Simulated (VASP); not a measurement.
Wanted: the native input for a VASP 6.6.1 run.

```
Task                   : single point
Functional             : PBE
Potentials or basis    : VASP PAW PBE potentials, release 64 (Fe)
Cutoff                 : 520 eV
k mesh                 : 20 × 20 × 20
Occupations            : gaussian, width 0.1 eV
Spin                   : collinear spin, ferromagnetic start
Starting moments       : [2.66] μB
Dipole correction      : no
Further INCAR settings : ALGO = Normal; EDIFF = 1e-06; NBANDS = 14
```

The structure of Fe lies in POSCAR:

```
Fe
1.0
   -1.4157898206      1.4157898206      1.4157898206
    1.4157898206     -1.4157898206      1.4157898206
    1.4157898206      1.4157898206     -1.4157898206
Fe
1
Direct
    0.0000000000      0.0000000000      0.0000000000
```

These files were run (other wordings do the same):

INCAR

```
  PREC = Accurate
  ENCUT = 520
  EDIFF = 1E-6
  ISMEAR = 0
  SIGMA = 0.1
  LREAL = F
  LASPH = T
  NELM = 150
  ALGO = Normal
  ISIF = 2
  LWAVE = F
  LCHARG = F
  ISPIN = 2
  MAGMOM = 2.66
  LORBIT = 11
  LMAXMIX = 4
  GGA = PE
  NBANDS = 14
```

KPOINTS

```
Automatic mesh
0
Gamma
  20 20 20
```

Potentials or basis: VASP PAW PBE potentials, release 64 (Fe).

The run is started by

```sh
$ cat potpaw_PBE.64/Fe/POTCAR > POTCAR
$ mpirun -np 1 vasp_std > vasp.out
```

Results of the run:

| Quantity | Value |
| --- | --- |
| Pressure | -0.1 GPa |
| Net moment | 2.19 μB per cell |
| Site moments | Fe +2.19 μB |
| Valence electrons inside the program's atomic spheres | Fe 7.27 |

Run time: 31 s on 1 thread of Intel(R) Xeon(R) Platinum 8559C (Emerald Rapids) (shared host), peak memory 0.17 GiB.
